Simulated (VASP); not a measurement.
Set up this calculation in VASP 6.6.1, as the native input.

```
Task                   : single point
Functional             : PBE
Potentials or basis    : VASP PAW PBE potentials, release 64 (Li_sv)
Cutoff                 : 520 eV
k mesh                 : 15 × 15 × 15
Occupations            : fermi-dirac, width 0.08 eV
Spin                   : no spin polarisation
Dipole correction      : no
Further INCAR settings : ALGO = Normal; EDIFF = 1e-06; NBANDS = 8
```

The structure of Li lies in POSCAR:

```
Li
1.0
   -1.7500000000      1.7500000000      1.7325000000
    1.7500000000     -1.7500000000      1.7325000000
    1.7500000000      1.7500000000     -1.7325000000
Li
1
Direct
    0.0000000000      0.0000000000      0.0000000000
```

This cell differs from its parent crystal: zz strain of -1 %.

The input as run:

INCAR

```
ALGO = Normal
EDIFF = 1E-6
ENCUT = 520
GGA = PE
ISIF = 2
ISMEAR = -1
LASPH = T
LCHARG = T
LELF = T
LREAL = F
LVHAR = T
LWAVE = F
NBANDS = 8
NELM = 100
PREC = Accurate
SIGMA = 0.08
```

KPOINTS

```
k-points
0
Gamma
  15 15 15
```

Potentials or basis: VASP PAW PBE potentials, release 64 (Li_sv).

Command:

```bash
$ cat potpaw_PBE.64/Li_sv/POTCAR > POTCAR
$ mpirun -np 1 vasp_std > vasp.out
```

Run time: 8.7 s on 1 thread of Intel(R) Xeon(R) 6975P-C (Granite Rapids) (shared host), peak memory 0.15 GiB.
